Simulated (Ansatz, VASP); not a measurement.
# One calculation of Ti, two programs

Contents of INCAR:

```
  ALGO = Normal
  EDIFF = 1E-6
  ENCUT = 520
  GGA = CA
  ISIF = 2
  ISMEAR = 0
  LASPH = True
  LCHARG = False
  LREAL = False
  LWAVE = False
  NBANDS = 12
  NELM = 80
  PREC = Accurate
  SIGMA = 0.15
```

File KPOINTS:

```
k-points
0
Gamma
  20 20 20
```

Contents of POSCAR:

```
Ti
1.0
   -1.5917700000      1.5917700000      1.6163850000
    1.5917700000     -1.5917700000      1.6163850000
    1.5917700000      1.5917700000     -1.6163850000
Ti
1
Direct
    0.0000000000      0.0000000000      0.0000000000
```

Input for Ansatz:

```yaml
crystal:
  lattice:
    - [-1.59177, 1.59177, 1.616385]
    - [1.59177, -1.59177, 1.616385]
    - [1.59177, 1.59177, -1.616385]
  atoms:
    - { symbol: Ti, position: [0.0, 0.0, 0.0] }
basis:
  ecutwfc: 420
kpoints:
  mp_grid: { grid: [20, 20, 20] }
hamiltonian:
  xc: lda
scf:
  occupations: { method: gaussian, width: 0.15 }
output:
  forces: true
  stress: true
  eigenvalues: true
```

Change from the starting cell: strain -0.030 along x and y, -0.015 along z, atoms carried along.

Alike in both runs: task single point; functional LDA; k mesh 20 × 20 × 20; occupations gaussian, width 0.15 eV; no spin polarisation.

|  | VASP | Ansatz |
| --- | --- | --- |
| version | VASP 6.6.1 | Ansatz 0.2.0 |
| potentials or method | VASP PAW LDA potentials, release 64 (Ti_sv), cutoff 520 eV | scalar-relativistic, plane waves, PAW |
| valence electrons in the cell | 12 | 12 |

Ansatz gave:

- gap on the k mesh at the Fermi level (eV): none
- pressure (GPa): -3.7
- traceless stress, the component that is largest in VASP (GPa): 0.18

Q: What did VASP give for the same quantities?

A: gap on the k mesh at the Fermi level (eV): none; pressure (GPa): -3.8; traceless stress, the component that is largest in VASP (GPa): 0.17.

LDA's correlation is that of Perdew and Zunger in VASP and of Perdew and Wang (1992) in Ansatz. A gap of «none» marks a metal or a gap that the smearing closes.
